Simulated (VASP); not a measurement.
# GdN (P-6m2) in VASP: further runs, part 3 of 3

VASP 6.6.1. Earlier steps stand in the parts before.

## 4. Single point, LDA+U, collinear spin, ferromagnetic start (14.68 Å³/atom)

INCAR reads:

```
SYSTEM = GdN
  ALGO = Normal
  EDIFF = 1E-6
  ENCUT = 520
  GGA = CA
  ISIF = 2
  ISMEAR = 0
  ISPIN = 2
  LASPH = .True.
  LCHARG = .True.
  LDAU = .True.
  LDAUJ = 0 0
  LDAUL = 3 -1
  LDAUPRINT = 1
  LDAUTYPE = 2
  LDAUU = 6 0
  LELF = .True.
  LMAXMIX = 6
  LORBIT = 11
  LREAL = .False.
  LVHAR = .True.
  LWAVE = .False.
  MAGMOM = 7.61 -0.12
  NBANDS = 22
  NELM = 150
  PREC = Accurate
  SIGMA = 0.05
```

KPOINTS reads:

```
k-points
0
Gamma
  10 10 10
  0 0 0
```

POSCAR reads:

```
GdN
1.0
    3.3402882748      0.0000000000      0.0000000000
   -1.6701441374      2.8927745019      0.0000000000
    0.0000000000      0.0000000000      3.0387342894
Gd N
1 1
Direct
    0.0000000000      0.0000000000      0.0000000000
    0.6666666667      0.3333333333      0.5000000000
```

Potentials or basis: VASP PAW PBE potentials, release 64 (Gd, N).

On the command line:

```console
cat potpaw_PBE.64/Gd/POTCAR potpaw_PBE.64/N/POTCAR > POTCAR
mpirun -np 1 vasp_std > vasp.out
```

OUTCAR:

```text
SYSTEM = GdN
   EDIFF = 1E-6
   ENCUT = 520
   GGA = CA
   ISIF = 2
   ISMEAR = 0
   ISPIN = 2
   LASPH = .True.
   LORBIT = 11
   LREAL = .False.
   NELM = 150
   PREC = Accurate

 ion  position               nearest neighbor table
   1  0.000  0.000  0.000-   2 2.46   2 2.46   2 2.46   2 2.46   2 2.46   2 2.46
   2  0.667  0.333  0.500-   1 2.46   1 2.46   1 2.46   1 2.46   1 2.46   1 2.46

  LATTYP: Found a hexagonal cell.
 ALAT       =     3.3402882748
 C/A-ratio  =     0.9097221675

  Lattice vectors:

 A1 = (   3.3402882748,   0.0000000000,   0.0000000000)
 A2 = (  -1.6701441374,   2.8927745019,   0.0000000000)
 A3 = (   0.0000000000,   0.0000000000,   3.0387342894)

Analysis of symmetry for initial positions (statically):
=====================================================================
 Subroutine PRICEL returns:
 Original cell was already a primitive cell.

 Routine SETGRP: Setting up the symmetry group for a
 hexagonal supercell.

 Subroutine GETGRP returns: Found 12 space group operations
 (whereof 12 operations were pure point group operations)
 out of a pool of 24 trial point group operations.

The static configuration has the point symmetry D_3h.

Analysis of symmetry for dynamics (positions and initial velocities):
=====================================================================
 Subroutine PRICEL returns:
 Original cell was already a primitive cell.

 Routine SETGRP: Setting up the symmetry group for a
 hexagonal supercell.

 Subroutine GETGRP returns: Found 12 space group operations
 (whereof 12 operations were pure point group operations)
 out of a pool of 24 trial point group operations.
[... 197 lines left out ...]
  o =  0.9938  v = -0.0000  0.9937  0.0000 -0.0000  0.0000  0.1117 -0.0000  0.0000  0.0000  0.0000  0.0000  0.0000  0.0000  0.0000      0.0000  0.0000  0.0000  0.0000  0.0000  0.0000  0.0000  0.0000  0.0000  0.0000  0.0000  0.0000  0.0000  0.0000

 number of electron      23.0000001 magnetization       7.0121933

 Free energy of the ion-electron system (eV)
  ---------------------------------------------------
  ext. energy  EPLUGINS =         0.00000000
  ---------------------------------------------------
  free energy    TOTEN  =       -23.03100231 eV

  energy without entropy =      -23.03080571  energy(sigma->0) =      -23.03090401

 E-fermi :   4.0906     XC(G=0): -12.2157

 val. band max:        4.0839174747   @ k =   0.1000   0.1000   0.0000
 cond. band min:       4.1263183103   @ k =   0.1000  -0.0000   0.0000
 fundamental gap:      0.0424008356
 Fermi energy:         4.0905712209

 spin component 1

 k-point     1 :       0.0000    0.0000    0.0000
  band No.  band energies     occupation
      1     -39.6882      1.00000
      2     -16.7697      1.00000
      3     -16.7697      1.00000
      4     -16.4891      1.00000
      5      -8.9043      1.00000
      6      -2.3733      1.00000
[... 1193 lines left out ...]
     21      15.4799      0.00000
     22      18.1073      0.00000

 [... further k-points ...]

------------------------ aborting loop because EDIFF is reached ----------------------------------------

  FORCE on cell =-STRESS in cart. coord.  units (eV):
  Direction    XX          YY          ZZ          XY          YZ          ZX
  --------------------------------------------------------------------------------------
  -------------------------------------------------------------------------------------
  Total        0.0721804      0.0721804      0.1166312      0.0000000      0.0000000      0.0000000
  in kB        3.9385728      3.9385728      6.3640559      0.0000000      0.0000000      0.0000000
  external PRESSURE =       4.7470672 kB  Pullay stress =       0.0000000 kB

 VOLUME and BASIS-vectors are now :
 -----------------------------------------------------------------------------
  energy-cutoff  :      520.00
  volume of cell :       29.36
      direct lattice vectors                 reciprocal lattice vectors
     3.340288275  0.000000000  0.000000000     0.299375359  0.172844444  0.000000000
    -1.670144137  2.892774502  0.000000000     0.000000000  0.345688888  0.000000000
     0.000000000  0.000000000  3.038734289     0.000000000  0.000000000  0.329084383

 POSITION                                       TOTAL-FORCE (eV/Angst)
 -----------------------------------------------------------------------------------
      0.00000      0.00000      0.00000         0.000000     -0.000000      0.000000
      1.67014      0.96426      1.51937        -0.000000      0.000000      0.000000
 -----------------------------------------------------------------------------------
    total drift:                                0.000000     -0.000000      0.000000

  FREE ENERGIE OF THE ION-ELECTRON SYSTEM (eV)
  ---------------------------------------------------
  free  energy   TOTEN  =       -23.0310023122 eV

  energy  without entropy=      -23.0308057133  energy(sigma->0) =      -23.03090401

 total charge

# of ion       s       p       d       f       tot
--------------------------------------------------
    1        2.043   5.616   0.625   6.986  15.271
    2        1.230   2.411   0.000   0.000   3.640
--------------------------------------------------
tot          3.273   8.027   0.625   6.986  18.911

 magnetization (x)

# of ion       s       p       d       f       tot
--------------------------------------------------
    1        0.001  -0.058   0.074   6.876   6.893
    2       -0.008  -0.073   0.000   0.000  -0.081
--------------------------------------------------
tot         -0.007  -0.131   0.074   6.876   6.812
```

OSZICAR:

```text
N       E                     dE             d eps       ncg     rms          rms(c)
DAV:   1     0.135131228216E+03    0.13513E+03   -0.81706E+03 10196   0.546E+03
DAV:   2    -0.262392993754E+01   -0.13776E+03   -0.11790E+03 10238   0.483E+02
DAV:   3    -0.192309537987E+02   -0.16607E+02   -0.16245E+02 10886   0.118E+02
DAV:   4    -0.213633172656E+02   -0.21324E+01   -0.21170E+01 13926   0.283E+01
DAV:   5    -0.214386807080E+02   -0.75363E-01   -0.75303E-01 11544   0.679E+00    0.413E+01
DAV:   6    -0.232170734842E+02   -0.17784E+01   -0.25898E+01 11154   0.196E+02    0.899E+01
DAV:   7    -0.232549963009E+02   -0.37923E-01   -0.29455E+00 11990   0.218E+01    0.684E+01
DAV:   8    -0.230110369653E+02    0.24396E+00   -0.43489E-01 13054   0.176E+01    0.433E+01
DAV:   9    -0.230297862505E+02   -0.18749E-01   -0.45201E-01 11846   0.184E+01    0.118E+01
DAV:  10    -0.230291565594E+02    0.62969E-03   -0.92485E-02 12784   0.397E+00    0.607E+00
DAV:  11    -0.230307986917E+02   -0.16421E-02   -0.10669E-02 12680   0.139E+00    0.290E+00
DAV:  12    -0.230310158600E+02   -0.21717E-03   -0.99266E-04 13492   0.612E-01    0.980E-01
DAV:  13    -0.230309973070E+02    0.18553E-04   -0.19343E-04 12516   0.151E-01    0.317E-01
DAV:  14    -0.230310040559E+02   -0.67489E-05   -0.28720E-05 12848   0.962E-02    0.172E-01
DAV:  15    -0.230310019165E+02    0.21395E-05   -0.32098E-06 10046   0.478E-02    0.643E-02
DAV:  16    -0.230310023122E+02   -0.39572E-06   -0.20684E-06  7264   0.170E-02
   1 F= -.23031002E+02 E0= -.23030904E+02  d E =-.196599E-03  mag=     7.0122
```

Run time: 89 s. Hardware: 1 thread of AMD EPYC 9R45 (Zen 5), shared host; peak memory 0.19 GiB.

What came out:

```
Free energy                                           : -23.0310 eV
Pressure                                              : 0.5 GPa
Band gap on the k mesh                                : zero (filled and empty bands overlap)
Net moment                                            : 7.01 μB per cell
Site moments                                          : Gd +6.89; N -0.08 μB
Valence electrons inside the program's atomic spheres : Gd 15.27; N 3.64
```

Eigenvalues of the final occupation matrices:
```
    site  spin  trace                         eigenvalues
site 1 f     1   6.94  0.99 0.99 0.99 0.99 0.99 0.99 0.99
site 1 f     2   0.06  0.00 0.00 0.01 0.01 0.01 0.01 0.01
```

Caveat: the PAW data sets were made with another functional, which shifts forces and pressure a little; spin-orbit coupling is left out, which moves the levels of the heavy elements; a cell with one magnetic atom can't hold antiferromagnetic order, which such compounds often take. The state reached can hang on the start; a lower one may exist.

## 5. Overview

| cell | k mesh | gap on the mesh (eV) | pressure (GPa) | moment (μB) |
| --- | --- | --- | --- | --- |
| a = 3.339, b = 3.339, c = 3.038 Å, angles 90.0, 90.0, 120.0°, 2 atoms | 5 × 5 × 5 | none | 0.7 | 7.02 |
| a = 3.304, b = 3.304, c = 3.225 Å, angles 90.0, 90.0, 120.0°, 2 atoms | 5 × 5 × 4 | 0.09 | -6.5 | 7.00 |
| a = 3.340, b = 3.340, c = 3.039 Å, angles 90.0, 90.0, 120.0°, 2 atoms | 10 × 10 × 10 | none | 0.5 | 7.01 |

Alike in all rows: task single point; level LDA+U; potentials or basis VASP PAW PBE potentials, release 64 (Gd, N); spin collinear, ferromagnetic start; Gd f U = 6.0 eV; cutoff (eV) 520; smearing gaussian 0.05 eV.

Caveats: some runs use coarse meshes; the PAW data sets were made with another functional, which shifts forces and pressure a little; spin-orbit coupling is left out, which moves the levels of the heavy elements; a cell with one magnetic atom can't hold antiferromagnetic order, which such compounds often take; an odd mesh through Γ misses points on the zone boundary, where band edges can lie (at least some runs).

Total energies depend on the potentials used, so only differences within one code and one set of settings carry meaning.
